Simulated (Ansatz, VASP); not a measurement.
# One calculation of Ga, two programs

The input INCAR:

```
SYSTEM = Ga
ALGO     = Fast           ! electronic algorithm
EDIFF    = 1E-7           ! SCF threshold, eV
ENCUT    = 520            ! plane-wave cutoff, eV
ISIF     = 2              ! what is computed and relaxed
ISMEAR   = -1             ! smearing method
LASPH    = .True.         ! aspherical terms in the spheres
LCHARG   = .False.        ! write CHGCAR
LREAL    = .False.        ! projectors in reciprocal space
LWAVE    = .False.        ! write WAVECAR
NBANDS   = 34             ! bands
NELM     = 100            ! most SCF steps
PREC     = Accurate       ! precision mode
SIGMA    = 0.05           ! smearing width, eV
```

Contents of KPOINTS:

```
k-points
0
Gamma
  7 7 6
  0 0 0
```

POSCAR

```
Ga
1.0
    2.2912599917     -3.8809070963      0.0000000000
    2.2912599917      3.8809070963      0.0000000000
    0.0000000000      0.0000000000      4.5835331429
Ga
4
Direct
    0.3451000000      0.6549000000      0.4190000000
    0.1549000000      0.8451000000      0.9190000000
    0.6549000000      0.3451000000      0.5810000000
    0.8451000000      0.1549000000      0.0810000000
```

Contents of input.yaml:

```yaml
crystal:
  lattice:
    - [2.2912599917, -3.8809070963, 0.0]
    - [2.2912599917, 3.8809070963, 0.0]
    - [0.0, 0.0, 4.5835331429]
  atoms:
    - { symbol: Ga, position: [0.3451, 0.6549, 0.419] }
    - { symbol: Ga, position: [0.1549, 0.8451, 0.919] }
    - { symbol: Ga, position: [0.6549, 0.3451, 0.581] }
    - { symbol: Ga, position: [0.8451, 0.1549, 0.081] }
kpoints:
  mp_grid: { grid: [7, 7, 6] }
scf:
  occupations: { method: fermi_dirac, width: 0.05 }
hamiltonian:
  xc: lda
  pseudopotentials: { kind: all_electron, lapw: { basis_error: 0.002 } }
output:
  forces: true
  stress: true
  eigenvalues: true
```

Change from the starting cell: volume scaled by 1.04.

Alike in both runs: task single point; functional LDA; k mesh 7 × 7 × 6; occupations fermi-dirac, width 0.05 eV; no spin polarisation.

```csv
,VASP,Ansatz
version,VASP 6.6.1,Ansatz 0.2.0
potentials or method,"VASP PAW LDA potentials, release 64 (Ga_d), cutoff 520 eV","all-electron LAPW, scalar-relativistic"
```

```csv
,VASP,Ansatz,Ansatz less VASP
gap on the k mesh at the Fermi level (eV),none,none,-
pressure (GPa),-5.2,-5.2,-0.05
"traceless stress, the component that is largest in VASP (GPa)",-0.58,-0.56,+0.021
rms of the force components (eV/Å),0.078,0.077,-0.0011
```

LDA's correlation is that of Perdew and Zunger in VASP and of Perdew and Wang (1992) in Ansatz. Atom by atom the forces differ by 0.002 eV/Å (rms over components). A gap of «none» marks a metal or a gap that the smearing closes. Ansatz ran all-electron here, and VASP with PAW potentials.
